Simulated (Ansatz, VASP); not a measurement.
Ti in VASP and in Ansatz

The input POSCAR:

```
Ti
1.0
    0.0000000000      1.9691000000      2.0300000000
    1.9691000000      0.0000000000      2.0300000000
    1.9691000000      1.9691000000      0.0000000000
Ti
1
Direct
    0.0000000000      0.0000000000      0.0000000000
```

INCAR.step1

```
PREC = Accurate
ENCUT = 520
ISMEAR = 0
SIGMA = 0.15
LREAL = False
LASPH = True
NELM = 100
NBANDS = 12
GGA = PE
ALGO = Normal
EDIFF = 1E-4
LWAVE = True
LCHARG = False
```

The input INCAR.step2:

```
PREC = Accurate
ENCUT = 520
EDIFF = 1E-6
ISMEAR = 0
SIGMA = 0.15
LREAL = False
LASPH = True
NELM = 100
ALGO = Normal
ISIF = 2
LWAVE = False
LCHARG = True
METAGGA = R2SCAN
LMIXTAU = True
LELF = True
LVHAR = True
NBANDS = 12
ISTART = 1
```

KPOINTS

```
Automatic mesh
0
Gamma
  20 20 20
```

Input for Ansatz:

```yaml
crystal:
  lattice:
    - [0.0, 1.9691, 2.03]
    - [1.9691, 0.0, 2.03]
    - [1.9691, 1.9691, 0.0]
  atoms:
    - { symbol: Ti, position: [0.0, 0.0, 0.0] }
basis:
  ecutwfc: 500
kpoints:
  mp_grid: { grid: [20, 20, 20] }
hamiltonian:
  xc: r2scan
scf:
  occupations: { method: gaussian, width: 0.15 }
output:
  forces: true
  stress: true
  eigenvalues: true
```

Change from the starting cell: strain -0.030 along x and y, +0.000 along z, atoms carried along.

Alike in both runs: task single point; functional r2SCAN; k mesh 20 × 20 × 20; occupations gaussian, width 0.15 eV; no spin polarisation.

```csv
,VASP,Ansatz
version,VASP 6.6.1,Ansatz 0.2.0
potentials or method,"VASP PAW PBE potentials, release 64 (Ti_sv), cutoff 520 eV","scalar-relativistic, plane waves, PAW"
valence electrons in the cell,12,12
```

```tsv
	VASP	Ansatz	Ansatz less VASP
gap on the k mesh at the Fermi level (eV)	none	none	-
pressure (GPa)	13.2	12.8	-0.47
traceless stress, the component that is largest in VASP (GPa)	-0.63	-0.62	+0.014
```

VASP's potentials were made for PBE, not for r2SCAN. A gap of «none» marks a metal or a gap that the smearing closes.
